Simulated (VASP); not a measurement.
Here is a VASP 6.6.1 calculation.

POSCAR

```
TiO
1.0
   -2.8263326894      0.0000000000      0.0000000000
    1.4131663447     -2.4476759085      0.0000000000
    0.0000000000      0.0000000000     11.0822953762
Ti O
4 4
Direct
    0.6666666667      0.3333333333      0.1250000000
    0.6666666667      0.3333333333      0.6250000000
    0.3333333333      0.6666666667      0.3750000000
    0.3333333333      0.6666666667      0.8750000000
    1.0000000000      1.0000000000      0.0000000000
    1.0000000000      1.0000000000      0.5000000000
    1.0000000000      1.0000000000      0.2500000000
    1.0000000000      1.0000000000      0.7500000000
```

File INCAR.step1:

```
SYSTEM = TiO
  PREC = Accurate
  ENCUT = 660
  ISMEAR = 0
  SIGMA = 0.15
  LREAL = .FALSE.
  LASPH = .TRUE.
  NELM = 120
  NBANDS = 46
  GGA = PE
  ALGO = Normal
  EDIFF = 1E-5
  LWAVE = .TRUE.
  LCHARG = .FALSE.
  GGA_COMPAT = .FALSE.
```

The input INCAR.step2:

```
SYSTEM = TiO
  PREC = Accurate
  ENCUT = 660
  EDIFF = 1E-6
  ISMEAR = 0
  SIGMA = 0.15
  LREAL = .FALSE.
  LASPH = .TRUE.
  NELM = 120
  ALGO = Normal
  ISIF = 2
  LWAVE = .FALSE.
  LCHARG = .FALSE.
  METAGGA = R2SCAN
  LMIXTAU = .TRUE.
  NBANDS = 46
  ISTART = 1
  GGA_COMPAT = .FALSE.
```

File KPOINTS:

```
Automatic mesh
0
G
  19 19 5
  0 0 0
```

Potentials or basis: VASP PAW PBE potentials, release 64 (Ti_sv, O).

Launch:

```sh
$ cat potpaw_PBE.64/Ti_sv/POTCAR potpaw_PBE.64/O/POTCAR > POTCAR
$ cp INCAR.step1 INCAR
$ mpirun -np 1 vasp_std > vasp.out
$ cp INCAR.step2 INCAR
$ mpirun -np 1 vasp_std > vasp.out
```

(1) What does it give for the pressure?

(2) What does it give for the band gap on the k mesh?

Results:

(1) 1.7 GPa.

(2) zero (bands 36 and 37 overlap by 0.05 eV).

Caveat: the PAW data sets were made with another functional, which shifts forces and pressure a little; semilocal functionals often make such compounds metallic where correlation or magnetic order opens a gap, which also shifts bond lengths.
